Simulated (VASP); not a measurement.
# KCl in VASP: further runs, part 3 of 3

VASP 6.6.1. The steps go on from the part before.

## (7) Single point, r2SCAN (strain along [111] -1.9%)

Contents of POSCAR:

```
KCl
1.0
   -0.0392057757      3.1056425464      3.1056425464
    3.1056425464     -0.0392057757      3.1056425464
    3.1056425464      3.1056425464     -0.0392057757
K Cl
1 1
Direct
    0.0000000000      0.0000000000      0.0000000000
    0.5000000000      0.5000000000      0.5000000000
```

Contents of INCAR.step1:

```
SYSTEM = KCl
ALGO = Normal ; EDIFF = 1E-4
ENCUT = 520 ; GGA = PE
ISMEAR = 0 ; LASPH = .True.
LCHARG = .False. ; LREAL = .False.
LWAVE = .True. ; NBANDS = 15
NELM = 60 ; PREC = Accurate
SIGMA = 0.01
```

Contents of INCAR.step2:

```
SYSTEM = KCl
ALGO = Normal ; EDIFF = 1E-7
ENCUT = 520 ; ISIF = 2
ISMEAR = 0 ; ISTART = 1
LASPH = .True. ; LCHARG = .True.
LELF = .True. ; LMIXTAU = .True.
LREAL = .False. ; LVHAR = .True.
LWAVE = .False. ; METAGGA = R2SCAN
NBANDS = 15 ; NELM = 60
PREC = Accurate ; SIGMA = 0.01
```

Contents of KPOINTS:

```
k-points
0
Gamma
  8 8 8
  0 0 0
```

Potentials or basis: VASP PAW PBE potentials, release 64 (K_sv, Cl).

On the command line:

```
cat potpaw_PBE.64/K_sv/POTCAR potpaw_PBE.64/Cl/POTCAR > POTCAR
cp INCAR.step1 INCAR
mpirun -np 1 vasp_std > vasp.out
cp INCAR.step2 INCAR
mpirun -np 1 vasp_std > vasp.out
```

OUTCAR:

```text
SYSTEM = KCl
   EDIFF = 1E-7
   ENCUT = 520
   ISIF = 2
   ISMEAR = 0
   ISTART = 1
   LASPH = .True.
   LREAL = .False.
   METAGGA = R2SCAN
   NELM = 60
   PREC = Accurate

 ion  position               nearest neighbor table
   1  0.000  0.000  0.000-   2 3.13   2 3.13   2 3.13   2 3.13   2 3.13   2 3.13
   2  0.500  0.500  0.500-   1 3.13   1 3.13   1 3.13   1 3.13   1 3.13   1 3.13

  LATTYP: Found a trigonal (rhomboedric) cell.
 ALAT       =     4.3922167917
 COS(alpha) =     0.4873371210

  Lattice vectors:

 A1 = (  -0.0392057757,   3.1056425464,   3.1056425464)
 A2 = (   3.1056425464,  -0.0392057757,   3.1056425464)
 A3 = (   3.1056425464,   3.1056425464,  -0.0392057757)

Analysis of symmetry for initial positions (statically):
=====================================================================
 Subroutine PRICEL returns:
 Original cell was already a primitive cell.

 Routine SETGRP: Setting up the symmetry group for a
 trigonal (rhombohedral) supercell.

 Subroutine GETGRP returns: Found 12 space group operations
 (whereof 12 operations were pure point group operations)
 out of a pool of 12 trial point group operations.

The static configuration has the point symmetry D_3d.

[... 168 lines left out ...]
 k-point     1 :       0.0000    0.0000    0.0000
  band No.  band energies     occupation
      1     -30.4023      2.00000
      2     -14.8754      2.00000
      3     -13.0951      2.00000
      4     -13.0935      2.00000
      5     -13.0935      2.00000
      6      -2.1931      2.00000
      7      -2.1931      2.00000
      8      -2.1573      2.00000
      9       3.7201      0.00000
     10       6.8035      0.00000
     11       6.8035      0.00000
     12       6.9749      0.00000
     13       7.9165      0.00000
     14       7.9165      0.00000
[... 401 lines left out ...]
      2     -14.9774      2.00000
      3     -13.1246      2.00000
      4     -13.0939      2.00000
      5     -12.9452      2.00000
      6      -2.9378      2.00000
      7      -2.4524      2.00000
      8      -2.3812      2.00000
      9       5.5098      0.00000
     10       6.4433      0.00000
     11       7.7822      0.00000
     12       8.5437      0.00000
     13       8.7917      0.00000
     14       9.4664      0.00000
     15      11.6315      0.00000

 [... further k-points ...]
[... 5 lines left out ...]
  --------------------------------------------------------------------------------------
  -------------------------------------------------------------------------------------
  Total        0.1463109      0.1463109      0.1463109      0.0288769      0.0288769      0.0288769
  in kB        3.8402227      3.8402227      3.8402227      0.7579327      0.7579327      0.7579327
  external PRESSURE =       3.8402227 kB  Pullay stress =       0.0000000 kB

 VOLUME and BASIS-vectors are now :
 -----------------------------------------------------------------------------
  energy-cutoff  :      520.00
  volume of cell :       61.04
      direct lattice vectors                 reciprocal lattice vectors
    -0.039205776  3.105642546  3.105642546    -0.157980255  0.160000104  0.160000104
     3.105642546 -0.039205776  3.105642546     0.160000104 -0.157980255  0.160000104
     3.105642546  3.105642546 -0.039205776     0.160000104  0.160000104 -0.157980255

 POSITION                                       TOTAL-FORCE (eV/Angst)
 -----------------------------------------------------------------------------------
      0.00000      0.00000      0.00000         0.000000      0.000000      0.000000
      3.08604      3.08604      3.08604        -0.000000     -0.000000     -0.000000
 -----------------------------------------------------------------------------------
    total drift:                                0.000000      0.000000      0.000000

  FREE ENERGIE OF THE ION-ELECTRON SYSTEM (eV)
  ---------------------------------------------------
  free  energy   TOTEN  =       -16.5040783652 eV

  energy  without entropy=      -16.5040783652  energy(sigma->0) =      -16.50407837
```

OUTCAR.step1:

```text
SYSTEM = KCl
   EDIFF = 1E-4
   ENCUT = 520
   GGA = PE
   ISMEAR = 0
   LASPH = .True.
   LREAL = .False.
[... 654 lines left out ...]
      0.00000      0.00000      0.00000         0.000000      0.000000     -0.000000
      3.08604      3.08604      3.08604         0.000000     -0.000000      0.000000
 -----------------------------------------------------------------------------------
    total drift:                                0.000000      0.000000      0.000000

  FREE ENERGIE OF THE ION-ELECTRON SYSTEM (eV)
  ---------------------------------------------------
  free  energy   TOTEN  =        -6.7951993800 eV

  energy  without entropy=       -6.7951993800  energy(sigma->0) =       -6.79519938
```

OSZICAR.step1:

```text
N       E                     dE             d eps       ncg     rms          rms(c)
DAV:   1     0.103484553986E+03    0.10348E+03   -0.70922E+03  1950   0.955E+02
DAV:   2    -0.802422209096E+00   -0.10429E+03   -0.95619E+02  2572   0.239E+02
DAV:   3    -0.686625053569E+01   -0.60638E+01   -0.60326E+01  2720   0.514E+01
DAV:   4    -0.707983966788E+01   -0.21359E+00   -0.21353E+00  2967   0.876E+00
DAV:   5    -0.708142549048E+01   -0.15858E-02   -0.15858E-02  2769   0.851E-01    0.343E+00
DAV:   6    -0.679629931882E+01    0.28513E+00   -0.41146E-01  2454   0.328E+00    0.281E+00
DAV:   7    -0.678194907329E+01    0.14350E-01   -0.10302E-01  2713   0.183E+00    0.160E+00
DAV:   8    -0.679390274670E+01   -0.11954E-01   -0.15981E-02  2386   0.946E-01    0.175E-01
DAV:   9    -0.679462673862E+01   -0.72399E-03   -0.87223E-04  2727   0.188E-01    0.960E-02
DAV:  10    -0.679519507725E+01   -0.56834E-03   -0.60288E-04  2104   0.153E-01    0.213E-02
DAV:  11    -0.679519938002E+01   -0.43028E-05   -0.19115E-05  2081   0.278E-02
   1 F= -.67951994E+01 E0= -.67951994E+01  d E =-.399401E-77
```

Run time: 3 min. Hardware: 1 thread of Intel Xeon 6975P-C, shared host; peak memory 0.25 GiB.

Results:

| Item | Value |
| --- | --- |
| Free energy | -16.5041 eV |
| Pressure | 0.4 GPa |
| Band gap on the k mesh | 5.88 eV, direct |

Stress tensor (GPa, compression positive):
```
0.38 0.08 0.08
0.08 0.38 0.08
0.08 0.08 0.38
```

Caveat: the cell differs from its parent crystal (strain along [111] -1.9%); the PAW data sets were made with another functional, which shifts forces and pressure a little.

## (8) Summary

| level | cell | smearing | gap on the mesh (eV) | pressure (GPa) |
| --- | --- | --- | --- | --- |
| PBE | a = 4.612 Å, angles 60.0°, 2 atoms | fermi-dirac 0.02 eV | 4.84 | -0.9 |
| r2SCAN | a = 4.612 Å, angles 60.0°, 2 atoms | gaussian 0.01 eV | 5.47 | -1.6 |
| PBE | a = 4.433, b = 4.433, c = 4.419 Å, angles 60.1, 60.1, 59.8°, 2 atoms | fermi-dirac 0.02 eV | 5.24 | 1.1 |
| PBE | a = 4.392 Å, angles 60.8°, 2 atoms | fermi-dirac 0.02 eV | 5.23 | 1.2 |
| r2SCAN | a = 4.433, b = 4.433, c = 4.419 Å, angles 60.1, 60.1, 59.8°, 2 atoms | gaussian 0.01 eV | 5.88 | 0.3 |
| r2SCAN | a = 4.392 Å, angles 60.8°, 2 atoms | gaussian 0.01 eV | 5.88 | 0.4 |

Alike in all rows: task single point; potentials or basis VASP PAW PBE potentials, release 64 (K_sv, Cl); no spin polarisation; k mesh 8 × 8 × 8; cutoff (eV) 520.

Caveats: the PAW data sets were made with another functional, which shifts forces and pressure a little (some runs).

Absolute energies hang on the potentials; compare differences alone.
